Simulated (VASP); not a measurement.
# Zn: single point with PBEsol

Crystal: Zn.

```xyz
2
Lattice="2.6144 0.0000 0.0000 -1.3072 2.2641 0.0000 0.0000 0.0000 4.8732" Properties=species:S:1:pos:R:3 pbc="T T T"
Zn    0.0000    1.5094    1.2183
Zn    1.3072    0.7547    3.6549
```

```yaml
Program: VASP 6.6.1
Task: single point
Functional: PBEsol
Potentials_or_basis: VASP PAW PBE potentials, release 64 (Zn)
Cutoff: 520 eV
k_mesh: 18 × 18 × 9
Occupations: fermi-dirac, width 0.03 eV
Spin: no spin polarisation
Dipole_correction: no
Further_INCAR_settings: ALGO = Normal; EDIFF = 1e-06; NBANDS = 19
```

```yaml
Pressure: -0.9 GPa
Band_gap_on_the_k_mesh: zero (bands 12 and 13 overlap by 4.71 eV)
```

Stress tensor (GPa, compression positive):
```
-1.68  0.00  0.00
 0.00 -1.68  0.00
 0.00  0.00  0.63
```

Levels at points of the mesh, in eV from the Fermi level:
```tsv
k point	band 10	band 11	band 12	band 13	band 14	band 15
(0.00, 0.00, 0.00)	-7.27	-7.27	-4.07	-3.17	13.82	17.55
(0.50, 0.00, 0.00)	-7.06	-3.14	-2.31	2.59	3.45	4.26
```

It took 85 s on 1 thread of AMD EPYC 7R13, on a shared host, peak memory 0.17 GiB.

Caveat: the PAW data sets were made with another functional, which shifts forces and pressure a little.
